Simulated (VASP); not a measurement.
PbO (rocksalt type): single point with PBE

The system is PbO (rocksalt type).

```xyz
2
Lattice="0.0000 2.6323 2.6323 2.6323 0.0000 2.6323 2.6323 2.6323 0.0000" Properties=species:S:1:pos:R:3 pbc="T T T"
Pb    0.0000    0.0000    0.0000
O     2.6323    2.6323    2.6323
```

- Program: VASP 6.6.1
- Task: single point
- Functional: PBE
- Potentials or basis: VASP PAW PBE potentials, release 64 (Pb_d, O)
- Cutoff: 520 eV
- k mesh: 12 × 12 × 12
- Occupations: fermi-dirac, width 0.05 eV
- Spin: no spin polarisation

| Property | Result |
| --- | --- |
| Pressure | -0.1 GPa |
| Band gap on the k mesh | 0.41 eV, indirect (least direct gap 0.45 eV) |

Levels at points of the mesh, in eV from the valence-band top:
| k point | band 6 | band 7 | band 8 | band 9 | band 10 | band 11 | band 12 | band 13 | band 14 | band 15 |
| --- | --- | --- | --- | --- | --- | --- | --- | --- | --- | --- |
| (0.00, 0.00, 0.00) | -16.24 | -7.46 | -2.25 | -2.25 | -2.25 | 8.14 | 8.14 | 8.14 | 10.41 | 11.36 |
| (0.50, 0.00, 0.00) | -16.19 | -8.37 | -1.87 | -1.87 | -0.04 | 0.41 | 4.97 | 4.97 | 10.04 | 14.08 |
| (0.50, 0.50, 0.00) | -15.22 | -6.04 | -5.11 | -3.23 | -3.23 | 4.00 | 6.22 | 6.22 | 6.62 | 13.95 |

Wall time 19 s on 1 thread of Intel(R) Xeon(R) 6975P-C (Granite Rapids) (shared host), peak memory 0.18 GiB.

Caveat: spin-orbit coupling is left out, which moves the levels of the heavy elements. A k mesh can miss the band edges.
